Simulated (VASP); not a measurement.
A run of VASP 6.6.1 is set up as follows.

File INCAR:

```
  PREC = Accurate
  ENCUT = 520
  EDIFF = 1E-7
  ISMEAR = -1
  SIGMA = 0.08
  LREAL = False
  LASPH = True
  NELM = 60
  ALGO = Normal
  ISIF = 2
  LWAVE = False
  LCHARG = True
  GGA = PE
  LELF = True
  LVHAR = True
  NBANDS = 16
```

KPOINTS

```
Automatic mesh
0
Gamma
  9 9 9
```

File POSCAR:

```
K
1.0
    0.0000000000      3.3046721051      3.3046721051
    3.3046721051      0.0000000000      3.3046721051
    3.3046721051      3.3046721051      0.0000000000
K
2
Direct
   -0.1250000000     -0.1250000000     -0.1250000000
    0.1250000000      0.1250000000      0.1250000000
```

Potentials or basis: VASP PAW PBE potentials, release 64 (K_sv).

Launch:

```console
$ cat potpaw_PBE.64/K_sv/POTCAR > POTCAR
$ mpirun -np 1 vasp_std > vasp.out
```

Task: Predict the pressure.

Result: 8.5 GPa.

Caveat: the cell stands under pressure.
